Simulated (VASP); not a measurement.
Write the native input for VASP 6.6.1 that does the following.

| Property | Result |
| --- | --- |
| Task | single point |
| Functional | LDA |
| Potentials or basis | VASP PAW LDA potentials, release 64 (In_d) |
| Cutoff | 520 eV |
| k mesh | 9 × 9 × 5 |
| Occupations | fermi-dirac, width 0.05 eV |
| Spin | no spin polarisation |
| Dipole correction | no |
| Further INCAR settings | ALGO = Normal; EDIFF = 1e-06; NBANDS = 20 |

The structure of In lies in POSCAR:

```
In
1.0
    3.2673945583      0.0000000000      0.0000000000
   -1.6336972791      2.8296466917      0.0000000000
    0.0000000000      0.0000000000      5.3966798754
In
2
Direct
    0.6666666667      0.3333333333      0.7500000000
    0.3333333333      0.6666666667      0.2500000000
```

This cell differs from its parent crystal: volume scaled by 0.94.

These files were run (other wordings do the same):

INCAR

```
SYSTEM = In
PREC = Accurate
ENCUT = 520
EDIFF = 1E-6
ISMEAR = -1
SIGMA = 0.05
LREAL = .False.
LASPH = .True.
NELM = 60
ALGO = Normal
ISIF = 2
LWAVE = .False.
LCHARG = .False.
GGA = CA
NBANDS = 20
```

KPOINTS

```
Automatic mesh
0
Gamma
  9 9 5
  0 0 0
```

Potentials or basis: VASP PAW LDA potentials, release 64 (In_d).

Command:

```bash
$ cat potpaw_LDA.64/In_d/POTCAR > POTCAR
$ mpirun -np 1 vasp_std > vasp.out
```

Results of the run:

| Property | Result |
| --- | --- |
| Pressure | -0.5 GPa |
| Band gap on the k mesh | zero (band 13 reaches 10.03 eV, above the bottom of band 14 at 5.79 eV) |

Caveat: spin-orbit coupling is left out, which moves the levels of the heavy elements.

Wall time 9 s on 1 thread of Intel(R) Xeon(R) 6975P-C (Granite Rapids), on a shared host, peak memory 0.15 GiB.
